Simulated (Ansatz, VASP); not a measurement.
## One calculation of PbS, two programs

File INCAR:

```
SYSTEM = PbS
PREC = Accurate
ENCUT = 520
EDIFF = 1E-6
ISMEAR = -1
SIGMA = 0.01
LREAL = .FALSE.
LASPH = .TRUE.
NELM = 60
ALGO = Normal
ISIF = 2
LWAVE = .FALSE.
LCHARG = .FALSE.
GGA = PE
NBANDS = 17
```

KPOINTS

```
regular mesh
0
G
  8 8 8
  0 0 0
```

POSCAR

```
PbS
1.0
    0.0000000000      2.9147360524      2.9147360524
    2.9147360524      0.0000000000      2.9147360524
    2.9147360524      2.9147360524      0.0000000000
Pb S
1 1
Direct
    0.0000000000      0.0000000000      0.0000000000
    0.5000000000      0.5000000000      0.5000000000
```

Input for Ansatz:

```yaml
crystal:
  lattice:
    - [0.0, 2.9147360524, 2.9147360524]
    - [2.9147360524, 0.0, 2.9147360524]
    - [2.9147360524, 2.9147360524, 0.0]
  atoms:
    - { symbol: Pb, position: [0.0, 0.0, 0.0] }
    - { symbol: S, position: [0.5, 0.5, 0.5] }
kpoints:
  mp_grid: { grid: [8, 8, 8] }
scf:
  occupations: { method: fermi_dirac, width: 0.01 }
hamiltonian:
  xc: pbe
  pseudopotentials: { kind: all_electron, lapw: { basis_error: 0.0005 } }
output:
  forces: true
  stress: true
  eigenvalues: true
```

Change from the starting cell: volume scaled by 0.95.

Alike in both runs: task single point; functional PBE; k mesh 8 × 8 × 8; occupations fermi-dirac, width 0.01 eV; no spin polarisation.

|  | VASP | Ansatz |
| --- | --- | --- |
| version | VASP 6.6.1 | Ansatz 0.2.0 |
| potentials or method | VASP PAW PBE potentials, release 64 (Pb_d, S), cutoff 520 eV | all-electron LAPW, scalar-relativistic |

```csv
,VASP,Ansatz,Ansatz less VASP
pressure (GPa),5.8,5.9,+0.10
```

Ansatz ran all-electron here, and VASP with PAW potentials.

Spin-orbit coupling is off throughout.
